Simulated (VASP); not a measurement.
TaN:

```
Ta N
1.0
     0.00000    2.21014    2.21014
     2.21014    0.00000    2.21014
     2.21014    2.21014    0.00000
Ta N
1 1
Direct
  0.49566 0.50434 0.50434
  0.05612 0.94388 0.94388
```

Base run:

- Program: VASP 6.6.1
- Functional: LDA
- Potentials or basis: VASP PAW LDA potentials, release 64 (Ta_pv, N)
- Cutoff: 520 eV
- k mesh: 18 × 18 × 18
- Occupations: gaussian, width 0.15 eV
- Spin: no spin polarisation

Its results: band gap on the k mesh zero (band 8 reaches 10.66 eV, above the bottom of band 9 at 7.76 eV); pressure -2.8 GPa; largest force 2.767 eV/Å.

Task: The run is repeated on the same cell with these changes: potentials or basis from VASP PAW LDA potentials, release 64 (Ta_pv, N) to VASP PAW LDA potentials, release 64 (Ta_sv_GW, N); cutoff from 520 eV to 600 eV; further incar settings from ALGO = Normal; EDIFF = 1e-06; NBANDS = 15 to ALGO = Normal; EDIFF = 1e-06; NBANDS = 16; valence electrons from 16 to 18. What comes out?

Result: Band gap on the k mesh zero (band 9 reaches 14.68 eV, above the bottom of band 10 at 11.79 eV); pressure -3.6 GPa; largest force 2.760 eV/Å.

Caveats: spin-orbit coupling is left out, which moves the levels of the heavy elements; forces of over 1 eV/Å act on the atoms, so gaps and moduli don't describe the material at rest.
